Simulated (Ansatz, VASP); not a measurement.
**Ni in VASP and in Ansatz**

```
Ni
1.0
     2.25884    0.00000    0.00000
     0.00000    2.25884    0.00000
     0.00000    0.00000    2.25884
Ni
1
Direct
  0.00000 0.00000 0.00000
```

Alike in both runs: task single point; functional LDA; k mesh 14 × 14 × 14; occupations fermi-dirac, width 0.1 eV; non-collinear spin, spin-orbit coupling.

```csv
,VASP,Ansatz
version,VASP 6.6.1,Ansatz 0.2.0
potentials or method,"VASP PAW LDA potentials, release 64 (Ni), cutoff 600 eV","plane waves (420 eV) with PAW, fully relativistic with spin-orbit coupling"
valence electrons in the cell,10,18
```

```csv
,VASP,Ansatz,Ansatz less VASP
net moment per atom (μB),0.00,0.00,0.000
```

Ansatz warns that its potentials were made for another functional, while VASP's fit it. LDA's correlation is that of Perdew and Zunger in VASP and of Perdew and Wang (1992) in Ansatz. VASP's potentials hold 10 valence electrons a cell and Ansatz's 18, so a difference there can come from the potentials and not from the codes.
